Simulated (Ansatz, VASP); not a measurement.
This is a calculation of MgO for VASP 6.6.1.

The input INCAR:

```
  ALGO = Normal
  EDIFF = 1E-7
  ENCUT = 520
  GGA = PE
  ISIF = 2
  ISMEAR = 0
  LASPH = True
  LCHARG = False
  LREAL = False
  LWAVE = False
  NBANDS = 11
  NELM = 100
  PREC = Accurate
  SIGMA = 0.028000000000000004
```

KPOINTS

```
k-points
0
Gamma
  11 11 11
```

Contents of POSCAR:

```
MgO
1.0
    0.0000000000      2.0970013927      2.0970013927
    2.0970013927      0.0000000000      2.0970013927
    2.0970013927      2.0970013927      0.0000000000
Mg O
1 1
Direct
    0.0000000000      0.0000000000      0.0000000000
    0.5000000000      0.5000000000      0.5000000000
```

Potentials or basis: VASP PAW PBE potentials, release 64 (Mg, O).

The run is started by

```sh
$ cat potpaw_PBE.64/Mg/POTCAR potpaw_PBE.64/O/POTCAR > POTCAR
$ mpirun -np 1 vasp_std > vasp.out
```

**Question.** Translate it to Ansatz 0.2.0. Potentials there: Ansatz PAW.

**Answer.** As run (the cutoff follows the program's own potentials):

Contents of input.yaml:

```yaml
crystal:
  lattice:
    - [0.0, 2.0970013927, 2.0970013927]
    - [2.0970013927, 0.0, 2.0970013927]
    - [2.0970013927, 2.0970013927, 0.0]
  atoms:
    - { symbol: Mg, position: [0.0, 0.0, 0.0] }
    - { symbol: O, position: [0.5, 0.5, 0.5] }
hamiltonian:
  xc: pbe
  pseudopotentials: { kind: paw }
kpoints:
  mp_grid: { grid: [11, 11, 11] }
scf:
  occupations: { method: gaussian, width: 0.028 }
output:
  forces: true
  stress: true
  eigenvalues: true
```

Potentials or basis: Ansatz PAW.

Launch:

```console
$ ansatz run input.yaml --threads 2 --pin off --max-ram 5632MiB --backend cpu --events-out ev --progress --plain --runs-dir out
```

Both were run:

|  | VASP | Ansatz | Ansatz less VASP |
| --- | --- | --- | --- |
| gap on the k mesh at the Fermi level (eV) | 4.85 | 4.87 | +0.016 |
| least direct gap on the mesh (eV) | 4.85 | 4.87 | +0.016 |
| pressure (GPa) | 6.2 | 6.9 | +0.72 |

VASP's potentials hold 8 valence electrons a cell and Ansatz's 16, so a difference there can come from the potentials and not from the codes.

Noted on Ansatz's run: odd divisions of the mesh miss points on the zone boundary, where band edges often lie, so the gap on the mesh can be too wide.
